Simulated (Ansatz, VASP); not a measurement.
# HfB2: VASP beside Ansatz

```
Hf B
1.0
     3.14000    0.00000    0.00000
    -1.57000    2.71932    0.00000
     0.00000    0.00000    3.48000
Hf B
1 2
Direct
  0.00000 0.00000 0.00000
  0.66667 0.33333 0.50000
  0.33333 0.66667 0.50000
```

Alike in both runs: functional BHLYP; k mesh 6 × 6 × 5; occupations gaussian, width 0.01 eV; non-collinear spin, spin-orbit coupling.

|  | VASP | Ansatz |
| --- | --- | --- |
| version | VASP 6.6.1 | Ansatz 0.2.0 |
| potentials or method | VASP PAW PBE potentials, release 64 (Hf_pv, B) | Ansatz PAW |
| plane-wave cutoff (eV) | 420 | 420 |
| valence electrons in the cell | 16 | 32 |
| task | single point | projected density of states |

|  | VASP | Ansatz | Ansatz less VASP |
| --- | --- | --- | --- |
| net moment per atom (μB) | 0.00 | 0.00 | -0.004 |

VASP's potentials were made for PBE, not for BHLYP. VASP's potentials hold 16 valence electrons a cell and Ansatz's 32, so a difference there can come from the potentials and not from the codes.

The k mesh is coarse, so the values compare programs but aren't converged.
